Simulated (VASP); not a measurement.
Wanted: the native input for a VASP 6.6.1 run.

```yaml
Task: single point
Functional: PBEsol
Potentials_or_basis: VASP PAW PBE potentials, release 64 (Bi_d)
Cutoff: 500 eV
k_mesh: 9 × 9 × 9
Occupations: fermi-dirac, width 0.1 eV
Spin: no spin polarisation
Dipole_correction: no
Further_INCAR_settings: ALGO = Normal; EDIFF = 1e-06; NBANDS = 14
```

The structure of Bi lies in POSCAR:

```
Bi
1.0
   -1.7486788758      1.7486788758      1.7486788758
    1.7486788758     -1.7486788758      1.7486788758
    1.7486788758      1.7486788758     -1.7486788758
Bi
1
Direct
    0.0000000000      0.0000000000      0.0000000000
```

This isn't the form of Bi at room conditions, which is rhombohedral.

These files were run (other wordings do the same):

INCAR

```
SYSTEM = Bi
  PREC = Accurate
  ENCUT = 500
  EDIFF = 1E-6
  ISMEAR = -1
  SIGMA = 0.1
  LREAL = .FALSE.
  LASPH = .TRUE.
  NELM = 120
  ALGO = Normal
  ISIF = 2
  LWAVE = .FALSE.
  LCHARG = .FALSE.
  GGA = PS
  NBANDS = 14
  GGA_COMPAT = .FALSE.
```

KPOINTS

```
Automatic mesh
0
G
  9 9 9
  0 0 0
```

Potentials or basis: VASP PAW PBE potentials, release 64 (Bi_d).

Command:

```console
$ cat potpaw_PBE.64/Bi_d/POTCAR > POTCAR
$ mpirun -np 1 vasp_std > vasp.out
```

It gave:

```json
{"Pressure": "44.9 GPa", "Band gap on the k mesh": "zero (an odd number of electrons rules out a gap without spin polarisation)"}
```

Caveat: the cell stands under pressure; the PAW data sets were made with another functional, which shifts forces and pressure a little; spin-orbit coupling is left out, which moves the levels of the heavy elements.

Run time: 6.7 s on 1 thread of Intel(R) Xeon(R) Platinum 8488C (Sapphire Rapids), with other jobs on the host, peak memory 0.13 GiB.
